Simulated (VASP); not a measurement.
# V (Pm-3m) in VASP: a series of runs

Runs on V. Level: PBE. Tasks: single point.

Everything below comes from runs of VASP 6.6.1. Logs are shortened: lines on timing, memory, paths and dates and some standing lists are left out, and cuts for length are marked.

## 1. The cell of the first run

It takes space group Pm-3m (No. 221, cubic). Conventional cell: a = 2.465 Å, b = 2.465 Å, c = 2.465 Å, α = 90.00°, β = 90.00°, γ = 90.00°. V (site symmetry m-3m) has 6 V at 2.47 Å within 3.3 Å.

## 2. Single point, PBE

INCAR reads:

```
PREC = Accurate ; ENCUT = 520
EDIFF = 1E-6 ; ISMEAR = -1
SIGMA = 0.06122561905347299 ; LREAL = F
LASPH = T ; NELM = 100
ALGO = Normal ; ISIF = 2
LWAVE = F ; LCHARG = T
GGA = PE ; LELF = T
LVHAR = T ; NBANDS = 12
```

KPOINTS reads:

```
regular mesh
0
Gamma
  15 15 15
```

POSCAR reads:

```
V
1.0
    2.4652069957      0.0000000000      0.0000000000
    0.0000000000      2.4652069957      0.0000000000
    0.0000000000      0.0000000000      2.4652069957
V
1
Direct
    0.0000000000      0.0000000000      0.0000000000
```

Potentials or basis: VASP PAW PBE potentials, release 64 (V_sv).

On the command line:

```bash
$ cat potpaw_PBE.64/V_sv/POTCAR > POTCAR
$ mpirun -np 1 vasp_std > vasp.out
```

OUTCAR:

```text
PREC = Accurate
   ENCUT = 520
   EDIFF = 1E-6
   ISMEAR = -1
   LREAL = F
   LASPH = T
   NELM = 100
   ISIF = 2
   GGA = PE

 ion  position               nearest neighbor table
   1  0.000  0.000  0.000-

  LATTYP: Found a simple cubic cell.
 ALAT       =     2.4652069957

  Lattice vectors:

 A1 = (   2.4652069957,   0.0000000000,   0.0000000000)
 A2 = (   0.0000000000,   2.4652069957,   0.0000000000)
 A3 = (   0.0000000000,   0.0000000000,   2.4652069957)

Analysis of symmetry for initial positions (statically):
=====================================================================
 Subroutine PRICEL returns:
 Original cell was already a primitive cell.

 Routine SETGRP: Setting up the symmetry group for a
 simple cubic supercell.

 Subroutine GETGRP returns: Found 48 space group operations
 (whereof 48 operations were pure point group operations)
 out of a pool of 48 trial point group operations.

The static configuration has the point symmetry O_h .

Analysis of symmetry for dynamics (positions and initial velocities):
=====================================================================
 Subroutine PRICEL returns:
 Original cell was already a primitive cell.

 Routine SETGRP: Setting up the symmetry group for a
 simple cubic supercell.

 Subroutine GETGRP returns: Found 48 space group operations
 (whereof 48 operations were pure point group operations)
 out of a pool of 48 trial point group operations.

The dynamic configuration has the point symmetry O_h .

 Subroutine INISYM returns: Found 48 space group operations
 (whereof 48 operations are pure point group operations),
 and found     1 'primitive' translations

----------------------------------------------------------------------------------------

                                     Primitive cell

  volume of cell :      14.9817

  direct lattice vectors                    reciprocal lattice vectors
     2.465206996  0.000000000  0.000000000     0.405645450  0.000000000  0.000000000
     0.000000000  2.465206996  0.000000000     0.000000000  0.405645450  0.000000000
     0.000000000  0.000000000  2.465206996     0.000000000  0.000000000  0.405645450

  length of vectors
     2.465206996  2.465206996  2.465206996     0.405645450  0.405645450  0.405645450

  position of ions in fractional coordinates (direct lattice)
     0.000000000  0.000000000  0.000000000

  ion indices of the primitive-cell ions
   primitive index   ion index
                 1           1

----------------------------------------------------------------------------------------

 KPOINTS: regular mesh

Automatic generation of k-mesh.
 Grid dimensions read from file:
 generate k-points for:   15   15   15

 Generating k-lattice:

  Cartesian coordinates                     Fractional coordinates (reciprocal lattice)
     0.027043030  0.000000000  0.000000000     0.066666667  0.000000000  0.000000000
     0.000000000  0.027043030  0.000000000     0.000000000  0.066666667  0.000000000
     0.000000000  0.000000000  0.027043030     0.000000000  0.000000000  0.066666667

  Length of vectors
     0.027043030  0.027043030  0.027043030

  Shift w.r.t. Gamma in fractional coordinates (k-lattice)
     0.000000000  0.000000000  0.000000000

 Subroutine IBZKPT returns following result:
 ===========================================

 Found    120 irreducible k-points:

 Following reciprocal coordinates:
            Coordinates               Weight
  0.000000  0.000000  0.000000      1.000000
  0.066667  0.000000  0.000000      6.000000
  0.133333  0.000000  0.000000      6.000000
  0.200000  0.000000  0.000000      6.000000
  0.266667  0.000000  0.000000      6.000000
  0.333333  0.000000  0.000000      6.000000
[... 16 lines left out ...]
  0.266667  0.200000  0.000000     24.000000
  0.333333  0.200000  0.000000     24.000000
 [... further k-points ...]
   k-points           NKPTS =    120   k-points in BZ     NKDIM =    120   number of bands    NBANDS=     12
   number of dos      NEDOS =    301   number of ions     NIONS =      1
   total plane-waves  NPLWV =   5832
   dimension x,y,z NGX =    18 NGY =   18 NGZ =   18
   dimension x,y,z NGXF=    36 NGYF=   36 NGZF=   36
   ions per type =               1
   NGX,Y,Z   is equivalent  to a cutoff of  12.14, 12.14, 12.14 a.u.
   NGXF,Y,Z  is equivalent  to a cutoff of  24.28, 24.28, 24.28 a.u.
 SYSTEM =  unknown system
   PREC   = accura    normal or accurate (medium, high low for compatibility)
   ISTART =      0    job   : 0-new  1-cont  2-samecut
   ICHARG =      2    charge: 1-file 2-atom 10-const
   ISPIN  =      1    spin polarized calculation?
   LNONCOLLINEAR =      F non collinear calculations
   LSORBIT =      F    spin-orbit coupling
   LASPH  =      T    aspherical Exc in radial PAW
   ENCUT  =  520.0 eV  38.22 Ry    6.18 a.u.   4.58  4.58  4.58*2*pi/ulx,y,z
   NELM   =    100;   NELMIN=  2; NELMDL= -5     # of ELM steps
   EDIFF  = 0.1E-05   stopping-criterion for ELM
   LREAL  =      F    real-space projection
   EDIFFG = 0.1E-04   stopping-criterion for IOM
   NSW    =      0    number of steps for IOM
   IBRION =     -1    ionic relax: 0-MD 1-quasi-New 2-CG
   NFREE  =      0    steps in history (QN), initial steepest desc. (CG)
   ISIF   =      2    stress and relaxation
   ISYM   =      2    0-nonsym 1-usesym 2-fastsym
   POTIM  = 0.5000    time-step for ionic-motion
   TEBEG  =    0.0;   TEEND  =   0.0 temperature during run
   PSTRESS=    0.0 pullay stress
   NELECT =      13.0000    total number of electrons
   NUPDOWN=      -1.0000    fix difference up-down
   EMIN   =  10.00;   EMAX   =-10.00  energy-range for DOS
   EFERMI =   0.00;   METHOD = LEGACY
   ISMEAR =    -1;   SIGMA  =   0.06  broadening in eV -4-tet -1-fermi 0-gaus
   EFERMI_NEDOS =   21; number of points for ismear=-14 and -15
   IALGO  =     38    algorithm
   IMIX   =      4    mixing-type and parameters
     AMIX     =   0.40;   BMIX     =  1.00
     AMIX_MAG =   1.60;   BMIX_MAG =  1.00
  volume/ion in A,a.u.               =      14.98       101.10
  Fermi-wavevector in a.u.,A,eV,Ry     =   1.561478  2.950766 33.173912  2.438214
  Thomas-Fermi vector in A             =   2.664538
   LORBIT       =      0    0 simple, 1 ext, 2 COOP (PROOUT), +10 PAW based schemes
   GGA     = PE    functional components
   LHFCALC =     F    Hartree Fock is set to
   AEXX    =    0.0000 exact exchange contribution
   IVDW    =     0    specifies the selected vdW correction
   LEPSILON=     F    determine dielectric tensor
   LRPA    =     F    only Hartree local field effects (RPA)
 non-spin polarized calculation
  energy-cutoff  :      520.00
  volume of cell :       14.98
 maximum number of plane-waves:       437
   NGX =  9   NGY =  9   NGZ =  9

 number of electron      12.9999993 magnetization

 Free energy of the ion-electron system (eV)
  ---------------------------------------------------
  ext. energy  EPLUGINS =         0.00000000
  ---------------------------------------------------
  free energy    TOTEN  =        -8.14641817 eV

  energy without entropy =       -8.12330824  energy(sigma->0) =       -8.13486321

 E-fermi :   8.5836     XC(G=0): -12.2213

 val. band max:        8.5811308660   @ k =   0.3333   0.2000   0.1333
 cond. band min:       8.6043574710   @ k =   0.4667   0.4000   0.2000
 fundamental gap:      0.0232266050
 Fermi energy:         8.5836047101

 k-point     1 :       0.0000    0.0000    0.0000
  band No.  band energies     occupation
      1     -55.2733      2.00000
      2     -28.5598      2.00000
      3     -28.5598      2.00000
      4     -28.5598      2.00000
      5       2.3060      2.00000
      6       6.5318      2.00000
      7       6.5318      2.00000
      8      12.0311      0.00000
      9      12.0311      0.00000
     10      12.0311      0.00000
     11      26.6216      0.00000
     12      26.6216      0.00000

 k-point     2 :       0.0667    0.0000    0.0000
  band No.  band energies     occupation
      1     -55.2667      2.00000
      2     -28.6043      2.00000
      3     -28.5559      2.00000
      4     -28.5559      2.00000
      5       2.4361      2.00000
      6       6.5616      2.00000
      7       6.6273      2.00000
      8      11.9324      0.00000
      9      11.9324      0.00000
     10      12.0386      0.00000
     11      25.5151      0.00000
     12      26.8238      0.00000

 k-point     3 :       0.1333    0.0000    0.0000
  band No.  band energies     occupation
      1     -55.2483      2.00000
      2     -28.7292      2.00000
      3     -28.5452      2.00000
      4     -28.5452      2.00000
      5       2.8125      2.00000
      6       6.6470      2.00000
      7       6.9015      2.00000
      8      11.6631      0.00000
      9      11.6631      0.00000
     10      12.0597      0.00000
     11      23.4594      0.00000
     12      27.4043      0.00000

 k-point     4 :       0.2000    0.0000    0.0000
  band No.  band energies     occupation
      1     -55.2209      2.00000
      2     -28.9107      2.00000
      3     -28.5294      2.00000
      4     -28.5294      2.00000
      5       3.3976      2.00000
      6       6.7758      2.00000
      7       7.3139      2.00000
      8      11.2892      0.00000
      9      11.2892      0.00000
     10      12.0909      0.00000
     11      21.3589      0.00000
     12      28.3001      0.00000

 k-point     5 :       0.2667    0.0000    0.0000
  band No.  band energies     occupation
      1     -55.1893      2.00000
      2     -29.1156      2.00000
      3     -28.5112      2.00000
      4     -28.5112      2.00000
      5       4.1355      2.00000
      6       6.9283      2.00000
      7       7.7854      2.00000
      8      10.8884      0.00000
      9      10.8884      0.00000
     10      12.1270      0.00000
     11      19.4626      0.00000
     12      29.3117      0.00000

 k-point     6 :       0.3333    0.0000    0.0000
  band No.  band energies     occupation
      1     -55.1589      2.00000
      2     -29.3081      2.00000
      3     -28.4937      2.00000
      4     -28.4937      2.00000
      5       4.9530      2.00000
      6       7.0792      2.00000
      7       8.1936      1.99658
      8      10.5289      0.00000
      9      10.5289      0.00000
     10      12.1617      0.00000
     11      17.9031      0.00000
     12      28.6039      0.00000

 k-point     7 :       0.4000    0.0000    0.0000
  band No.  band energies     occupation
      1     -55.1350      2.00000
      2     -29.4563      2.00000
      3     -28.4800      2.00000
      4     -28.4800      2.00000
      5       5.7404      2.00000
      6       7.2008      2.00000
      7       8.4070      1.89421
      8      10.2619      0.00000
      9      10.2619      0.00000
     10      12.1889      0.00000
     11      16.7984      0.00000
     12      28.0693      0.00000

 k-point     8 :       0.4667    0.0000    0.0000
  band No.  band energies     occupation
      1     -55.1218      2.00000
      2     -29.5366      2.00000
      3     -28.4725      2.00000
      4     -28.4725      2.00000
      5       6.2905      2.00000
      6       7.2688      2.00000
      7       8.4136      1.88281
      8      10.1204      0.00000
      9      10.1204      0.00000
     10      12.2039      0.00000
     11      16.2344      0.00000
     12      27.7813      0.00000
[... 166 lines left out ...]
 k-point    20 :       0.4000    0.1333    0.0000
  band No.  band energies     occupation
      1     -55.1111      2.00000
      2     -29.4330      2.00000
      3     -28.6397      2.00000
      4     -28.4663      2.00000
      5       6.0679      2.00000
      6       7.4616      2.00000
      7       8.0693      1.99955
      8      10.3262      0.00000
      9      10.7750      0.00000
     10      11.8755      0.00000
     11      16.9554      0.00000
     12      26.6493      0.00000

 k-point    21 :       0.4667    0.1333    0.0000
  band No.  band energies     occupation
      1     -55.0980      2.00000
      2     -29.5126      2.00000
      3     -28.6314      2.00000
      4     -28.4588      2.00000
      5       6.6925      2.00000
      6       7.4886      2.00000
      7       7.7664      2.00000
      8      10.1877      0.00000
      9      11.0510      0.00000
     10      11.8942      0.00000
     11      16.2271      0.00000
     12      26.9153      0.00000

 k-point    22 :       0.2000    0.2000    0.0000
  band No.  band energies     occupation
      1     -55.1694      2.00000
      2     -28.8876      2.00000
      3     -28.8582      2.00000
      4     -28.4997      2.00000
      5       4.3651      2.00000
      6       7.2216      2.00000
      7       7.9161      1.99996
      8      10.5538      0.00000
      9      11.2913      0.00000
     10      11.4851      0.00000
     11      21.8539      0.00000
     12      23.1302      0.00000

 k-point    23 :       0.2667    0.2000    0.0000
  band No.  band energies     occupation
      1     -55.1383      2.00000
      2     -29.0746      2.00000
      3     -28.8491      2.00000
      4     -28.4818      2.00000
      5       4.9750      2.00000
      6       7.3561      2.00000
      7       8.3546      1.95362
      8      10.3497      0.00000
      9      10.9838      0.00000
     10      11.4678      0.00000
     11      20.2453      0.00000
     12      23.4844      0.00000

 k-point    24 :       0.3333    0.2000    0.0000
  band No.  band energies     occupation
      1     -55.1084      2.00000
      2     -29.2626      2.00000
      3     -28.8279      2.00000
      4     -28.4647      2.00000
      5       5.6137      2.00000
      6       7.4263      2.00000
      7       8.5586      1.20154
      8      10.5796      0.00000
      9      10.6500      0.00000
     10      11.5120      0.00000
     11      18.5319      0.00000
     12      24.2465      0.00000

 [... further k-points ...]
[... 5 lines left out ...]
  --------------------------------------------------------------------------------------
  -------------------------------------------------------------------------------------
  Total       -0.1812972     -0.1812972     -0.1812972     -0.0000000     -0.0000000      0.0000000
  in kB      -19.3883752    -19.3883752    -19.3883752     -0.0000000     -0.0000000      0.0000000
  external PRESSURE =     -19.3883752 kB  Pullay stress =       0.0000000 kB

 VOLUME and BASIS-vectors are now :
 -----------------------------------------------------------------------------
  energy-cutoff  :      520.00
  volume of cell :       14.98
      direct lattice vectors                 reciprocal lattice vectors
     2.465206996  0.000000000  0.000000000     0.405645450  0.000000000  0.000000000
     0.000000000  2.465206996  0.000000000     0.000000000  0.405645450  0.000000000
     0.000000000  0.000000000  2.465206996     0.000000000  0.000000000  0.405645450

 POSITION                                       TOTAL-FORCE (eV/Angst)
 -----------------------------------------------------------------------------------
      0.00000      0.00000      0.00000         0.000000      0.000000      0.000000
 -----------------------------------------------------------------------------------
    total drift:                               -0.000000      0.000000     -0.000000

  FREE ENERGIE OF THE ION-ELECTRON SYSTEM (eV)
  ---------------------------------------------------
  free  energy   TOTEN  =        -8.1464181702 eV

  energy  without entropy=       -8.1233082413  energy(sigma->0) =       -8.13486321
```

Run time: 24 s. Hardware: 1 thread of AMD EPYC 7R13, shared host; peak memory 0.1 GiB.

What came out:

```
Free energy : -8.1464 eV
Pressure    : -1.9 GPa
```

## 3. Single point, PBE

This run uses another cell than the first one, of 15.28 Å³/atom, 1.020 times its volume.

INCAR reads:

```
ALGO = Normal
EDIFF = 1E-6
ENCUT = 520
GGA = PE
ISIF = 2
ISMEAR = -1
LASPH = True
LCHARG = True
LELF = True
LREAL = False
LVHAR = True
LWAVE = False
NBANDS = 12
NELM = 80
PREC = Accurate
SIGMA = 0.06122561905347299
```

KPOINTS reads:

```
k-points
0
Gamma
  15 15 15
```

POSCAR reads:

```
V
1.0
    2.4812152819      0.0000000000      0.0000000000
    0.0000000000      2.4812152819      0.0000000000
    0.0000000000      0.0000000000      2.4812152819
V
1
Direct
    0.0000000000      0.0000000000      0.0000000000
```

Potentials or basis: VASP PAW PBE potentials, release 64 (V_sv).

On the command line:

```bash
$ cat potpaw_PBE.64/V_sv/POTCAR > POTCAR
$ mpirun -np 1 vasp_std > vasp.out
```

It took 26 s on 1 thread of AMD EPYC 7R13, shared host; peak memory 0.1 GiB.

Results (log left out):

```
Free energy : -8.1407 eV
Pressure    : -4.3 GPa
```

Levels at points of the mesh, in eV from the Fermi level:
| k point | band 3 | band 4 | band 5 | band 6 | band 7 | band 8 | band 9 | band 10 | band 11 | band 12 |
| --- | --- | --- | --- | --- | --- | --- | --- | --- | --- | --- |
| (0.00, 0.00, 0.00) | -37.19 | -37.19 | -6.23 | -2.00 | -2.00 | 3.37 | 3.37 | 3.37 | 17.81 | 17.81 |

(Part 1 of 2 ends here.)
